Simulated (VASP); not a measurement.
# NaF (Fm-3m) in VASP: notebook, part 2 of 2

VASP 6.6.1.

## Step 4: Single point, PBEsol

INCAR

```
  ALGO = Normal
  EDIFF = 1E-7
  ENCUT = 520
  GGA = PS
  ISIF = 2
  ISMEAR = 1
  LASPH = T
  LCHARG = F
  LREAL = F
  LWAVE = F
  NBANDS = 14
  NELM = 60
  PREC = Accurate
  SIGMA = 0.05
```

KPOINTS

```
k-points
0
Gamma
  6 6 6
```

POSCAR

```
NaF
1.0
    0.0000000000      2.2971680881      2.2971680881
    2.2971680881      0.0000000000      2.2971680881
    2.2971680881      2.2971680881      0.0000000000
Na F
1 1
Direct
    0.0000000000      0.0000000000      0.0000000000
    0.5000000000      0.5000000000      0.5000000000
```

Potentials or basis: VASP PAW PBE potentials, release 64 (Na_pv, F).

Launch:

```sh
$ cat potpaw_PBE.64/Na_pv/POTCAR potpaw_PBE.64/F/POTCAR > POTCAR
$ mpirun -np 1 vasp_std > vasp.out
```

OUTCAR:

```text
EDIFF = 1E-7
   ENCUT = 520
   GGA = PS
   ISIF = 2
   ISMEAR = 1
   LASPH = T
   LREAL = F
   NELM = 60
   PREC = Accurate

 ion  position               nearest neighbor table
   1  0.000  0.000  0.000-   2 2.30   2 2.30   2 2.30   2 2.30   2 2.30   2 2.30
   2  0.500  0.500  0.500-   1 2.30   1 2.30   1 2.30   1 2.30   1 2.30   1 2.30

  LATTYP: Found a face centered cubic cell.
 ALAT       =     4.5943361762

  Lattice vectors:

[... 447 lines left out ...]

------------------------ aborting loop because EDIFF is reached ----------------------------------------

  FORCE on cell =-STRESS in cart. coord.  units (eV):
  Direction    XX          YY          ZZ          XY          YZ          ZX
  --------------------------------------------------------------------------------------
  -------------------------------------------------------------------------------------
  Total        0.1772520      0.1772520      0.1772520      0.0000000      0.0000000      0.0000000
  in kB       11.7136816     11.7136816     11.7136816      0.0000000      0.0000000      0.0000000
  external PRESSURE =      11.7136816 kB  Pullay stress =       0.0000000 kB

 VOLUME and BASIS-vectors are now :
 -----------------------------------------------------------------------------
  energy-cutoff  :      520.00
  volume of cell :       24.24
      direct lattice vectors                 reciprocal lattice vectors
     0.000000000  2.297168088  2.297168088    -0.217659301  0.217659301  0.217659301
     2.297168088  0.000000000  2.297168088     0.217659301 -0.217659301  0.217659301
     2.297168088  2.297168088  0.000000000     0.217659301  0.217659301 -0.217659301

 POSITION                                       TOTAL-FORCE (eV/Angst)
 -----------------------------------------------------------------------------------
      0.00000      0.00000      0.00000        -0.000000     -0.000000     -0.000000
      2.29717      2.29717      2.29717         0.000000      0.000000      0.000000
 -----------------------------------------------------------------------------------
    total drift:                                0.000000     -0.000000      0.000000

  FREE ENERGIE OF THE ION-ELECTRON SYSTEM (eV)
  ---------------------------------------------------
  free  energy   TOTEN  =        -8.7657917153 eV

  energy  without entropy=       -8.7658952413  energy(sigma->0) =       -8.76582622
```

OSZICAR:

```text
N       E                     dE             d eps       ncg     rms          rms(c)
DAV:   1     0.105193610292E+03    0.10519E+03   -0.78639E+03   448   0.124E+03
DAV:   2    -0.446412480113E+01   -0.10966E+03   -0.10157E+03   490   0.328E+02
DAV:   3    -0.949548315922E+01   -0.50314E+01   -0.50216E+01   568   0.661E+01
DAV:   4    -0.953219022710E+01   -0.36707E-01   -0.36706E-01   508   0.620E+00
DAV:   5    -0.953256195148E+01   -0.37172E-03   -0.37172E-03   574   0.603E-01    0.491E+00
DAV:   6    -0.878072703658E+01    0.75183E+00   -0.25728E+00   538   0.147E+01    0.178E+00
DAV:   7    -0.876672538825E+01    0.14002E-01   -0.29568E-02   448   0.209E+00    0.103E+00
DAV:   8    -0.876546728064E+01    0.12581E-02   -0.24639E-02   484   0.328E+00    0.152E-01
DAV:   9    -0.876595711053E+01   -0.48983E-03   -0.45491E-03   544   0.647E-01    0.125E-01
DAV:  10    -0.876578622670E+01    0.17088E-03   -0.98205E-04   496   0.378E-01    0.838E-03
DAV:  11    -0.876579159407E+01   -0.53674E-05   -0.37081E-05   514   0.120E-01    0.708E-03
DAV:  12    -0.876579172524E+01   -0.13117E-06   -0.47353E-06   490   0.254E-02    0.276E-03
DAV:  13    -0.876579171532E+01    0.99183E-08   -0.60244E-07   502   0.713E-03
   1 F= -.87657917E+01 E0= -.87658262E+01  d E =0.103526E-03
```

stdout:

```text
POSCAR found type information on POSCAR NaF
 POSCAR found :  2 types and       2 ions
 scaLAPACK will be used
 -----------------------------------------------------------------------------
|                                                                             |
|                                                                             |
|     You enforced a specific xc type in the INCAR file but a different       |
|     I HOPE YOU KNOW WHAT YOU ARE DOING!                                     |
|                                                                             |
 -----------------------------------------------------------------------------

 LDA part: xc-table for (Slater+PW92), standard interpolation
 POSCAR, INCAR and KPOINTS ok, starting setup
 FFT: planning ... GRIDC
 FFT: planning ... GRID_SOFT
 FFT: planning ... GRID
 WAVECAR not read
 entering main loop
```

Wall time 6.5 s (1 thread of AMD EPYC 7R43 (Zen 3), shared host); peak memory 0.1 GiB.

What came out:

* Free energy: -8.7658 eV
* Pressure: 1.2 GPa
* Band gap on the k mesh: 6.30 eV, direct

Caveat: the PAW data sets were made with another functional, which shifts forces and pressure a little. As with any semilocal functional, this PBEsol gap is likely too small.

## Step 5: Single point, PBEsol

INCAR

```
PREC = Accurate
ENCUT = 520
EDIFF = 1E-6
ISMEAR = 0
SIGMA = 0.01
LREAL = False
LASPH = True
NELM = 60
ALGO = Normal
ISIF = 2
LWAVE = False
LCHARG = True
GGA = PS
LELF = True
LVHAR = True
NBANDS = 14
```

KPOINTS

```
Automatic mesh
0
Gamma
  6 6 6
```

POSCAR is that of step 4.

Launch:

```sh
$ cat potpaw_PBE.64/Na_pv/POTCAR potpaw_PBE.64/F/POTCAR > POTCAR
$ mpirun -np 1 vasp_std > vasp.out
```

It took 6.7 s on 1 thread of AMD EPYC 7R43 (Zen 3), shared host; peak memory 0.1 GiB.

It converged, with:

* Free energy: -8.7658 eV
* Pressure: 1.1 GPa
* Band gap on the k mesh: 6.30 eV, direct

Levels at points of the mesh, in eV from the valence-band top:
| k point | band 3 | band 4 | band 5 | band 6 | band 7 | band 8 | band 9 | band 10 | band 11 | band 12 |
| --- | --- | --- | --- | --- | --- | --- | --- | --- | --- | --- |
| (0.00, 0.00, 0.00) | -18.69 | -18.69 | 0.00 | 0.00 | 0.00 | 6.30 | 19.02 | 19.02 | 19.02 | 21.76 |
| (0.50, 0.00, 0.00) | -18.71 | -17.95 | -1.68 | -0.27 | -0.27 | 10.76 | 12.55 | 20.26 | 20.26 | 23.11 |
| (0.50, 0.50, 0.00) | -18.75 | -18.75 | -1.34 | -0.42 | -0.42 | 13.18 | 13.19 | 13.78 | 19.98 | 19.98 |

Caveat: the PAW data sets were made with another functional, which shifts forces and pressure a little. PBEsol gaps usually lie below the measured ones, often by a third to a half.

## Step 6: The runs side by side

```csv
smearing,gap on the mesh (eV),pressure (GPa)
gaussian 0.01 eV,6.30,1.1
methfessel-paxton 0.2 eV,6.30,1.0
methfessel-paxton 0.05 eV,6.30,1.2
```

Alike in all rows: task single point; level PBEsol; potentials or basis VASP PAW PBE potentials, release 64 (Na_pv, F); no spin polarisation; cell as given; k mesh 6 × 6 × 6; cutoff (eV) 520.

On the cell as given the gap runs from 6.30 eV (PBEsol) to 6.30 eV (PBEsol).

Caveats: the PAW data sets were made with another functional, which shifts forces and pressure a little.

Absolute energies hang on the potentials; compare differences alone.
